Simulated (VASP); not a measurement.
## Al: single point with PBEsol

The system is Al, a slab with vacuum.

```
Al
1.0
     2.83943    0.00000    0.00000
     0.00000    2.83943    0.00000
     0.00000    0.00000   25.03889
Al
6
Direct
  0.50000 0.50000 0.30079
  0.00000 0.00000 0.38043
  0.50000 0.50000 0.45983
  0.00000 0.00000 0.54017
  0.50000 0.50000 0.61957
  0.00000 0.00000 0.69921
```

```
Program             : VASP 6.6.1
Task                : single point
Functional          : PBEsol
Potentials or basis : VASP PAW PBE potentials, release 64 (Al)
Cutoff              : 520 eV
k mesh              : 12 × 12 × 1
Occupations         : gaussian, width 0.1 eV
Spin                : no spin polarisation
```

```yaml
Largest_force: 0.014 eV/Å
Band_gap_on_the_k_mesh: zero (bands 9 and 10 overlap by 4.49 eV)
```

Forces in eV/Å, atoms in the order of the input:
```
Al   0.000  0.000 -0.014
Al   0.000  0.000 -0.002
Al   0.000  0.000  0.002
Al   0.000  0.000 -0.002
Al   0.000  0.000  0.002
Al   0.000  0.000  0.014
```

Levels at points of the mesh, in eV from the Fermi level:
| k point | band 6 | band 7 | band 8 | band 9 | band 10 | band 11 | band 12 | band 13 |
| --- | --- | --- | --- | --- | --- | --- | --- | --- |
| (0.00, 0.00, 0.00) | -3.75 | -2.22 | 0.65 | 2.68 | 3.97 | 4.31 | 5.42 | 5.78 |
| (0.50, 0.00, 0.00) | -4.83 | -3.39 | -3.39 | -1.58 | -1.58 | 0.60 | 0.60 | 2.14 |
| (0.50, 0.50, 0.00) | -1.45 | -1.16 | -1.16 | -0.82 | -0.82 | 0.22 | 0.22 | 0.36 |

It took 2.3 min on 1 thread of Intel(R) Xeon(R) Platinum 8259CL CPU @ 2.50GHz (Skylake/Cascade Lake), on a shared host, peak memory 0.33 GiB.

Caveat: the PAW data sets were made with another functional, which shifts forces and pressure a little.
